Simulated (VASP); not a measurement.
A run of VASP 6.6.1:

INCAR

```
PREC = Accurate
ENCUT = 600
EDIFF = 1E-7
ISMEAR = 0
SIGMA = 0.1
LREAL = F
LASPH = T
NELM = 60
ALGO = Normal
ISIF = 3
LWAVE = F
LCHARG = F
GGA = PE
IBRION = 2
NSW = 100
EDIFFG = -0.01
```

File KPOINTS:

```
regular mesh
0
Gamma
  8 8 8
```

Contents of POSCAR:

```
CuAuS3
1.0
    4.7510850855      0.0000000000      0.0000000000
    0.0000000000      4.7510850855      0.0000000000
    0.0000000000      0.0000000000      4.9090903942
Cu S Au
1 3 1
Direct
    0.0000000000      0.0000000000      0.2870425302
    0.5000000000      0.5000000000      0.9950058006
    0.0000000000      0.5000000000      0.3325965073
    0.5000000000      0.0000000000      0.3325965073
    0.5000000000      0.5000000000      0.5127586546
```

Potentials or basis: VASP PAW PBE potentials, release 64 (Cu, S, Au).

The run is started by

```bash
$ cat potpaw_PBE.64/Cu/POTCAR potpaw_PBE.64/S/POTCAR potpaw_PBE.64/Au/POTCAR > POTCAR
$ mpirun -np 1 vasp_std > vasp.out
```

Hardware: 1 thread of Intel(R) Xeon(R) 6975P-C (Granite Rapids), with other jobs on the host.

Estimate the wall time of this run.

It took 45 min on 1 thread of Intel(R) Xeon(R) 6975P-C (Granite Rapids) (shared host), peak memory 0.44 GiB. Counts: scf iterations 332, k points 75, ion steps 32.
